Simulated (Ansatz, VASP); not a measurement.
## C in VASP and in Ansatz

INCAR

```
PREC = Accurate ; ENCUT = 520
EDIFF = 1E-6 ; ISMEAR = 0
SIGMA = 0.1 ; LREAL = False
LASPH = True ; NELM = 100
ALGO = Normal ; ISIF = 2
LWAVE = False ; LCHARG = False
GGA = PS ; NBANDS = 16
```

The input KPOINTS:

```
regular mesh
0
Gamma
  24 24 8
```

The input POSCAR:

```
C
1.0
    2.4588789919      0.0000000000      0.0000000000
   -1.2294394960      2.1294516718      0.0000000000
    0.0000000000      0.0000000000      7.4166094638
C
4
Direct
    0.0000000000      0.0000000000      0.2500000000
    0.0000000000      0.0000000000      0.7500000000
    0.3333333333      0.6666666667      0.2500000000
    0.6666666667      0.3333333333      0.7500000000
```

Input for Ansatz:

```yaml
crystal:
  lattice:
    - [2.4588789919, 0.0, 0.0]
    - [-1.229439496, 2.1294516718, 0.0]
    - [0.0, 0.0, 7.4166094638]
  atoms:
    - { symbol: C, position: [0.0, 0.0, 0.25] }
    - { symbol: C, position: [0.0, 0.0, 0.75] }
    - { symbol: C, position: [0.3333333333, 0.6666666667, 0.25] }
    - { symbol: C, position: [0.6666666667, 0.3333333333, 0.75] }
basis:
  ecutwfc: 420
kpoints:
  mp_grid: { grid: [24, 24, 8] }
hamiltonian:
  xc: pbesol
scf:
  occupations: { method: gaussian, width: 0.1 }
output:
  forces: true
  stress: true
  eigenvalues: true
```

Change from the starting cell: strain along c alone, the other axes held, atoms relaxed: +1.5 %.

Alike in both runs: task single point; functional PBEsol; k mesh 24 × 24 × 8; occupations gaussian, width 0.1 eV; no spin polarisation.

|  | VASP | Ansatz |
| --- | --- | --- |
| version | VASP 6.6.1 | Ansatz 0.2.0 |
| potentials or method | VASP PAW PBE potentials, release 64 (C), cutoff 520 eV | scalar-relativistic, plane waves, PAW |
| valence electrons in the cell | 16 | 16 |

|  | VASP | Ansatz | Ansatz less VASP |
| --- | --- | --- | --- |
| gap on the k mesh at the Fermi level (eV) | none | none | - |
| pressure (GPa) | 0.6 | 0.0 | -0.61 |
| traceless stress, the component that is largest in VASP (GPa) | -0.77 | -0.08 | +0.686 |

VASP's potentials were made for PBE, not for PBEsol. A gap of «none» marks a metal or a gap that the smearing closes. With one functional, cell and mesh, what is left measures potentials, basis and numerics.
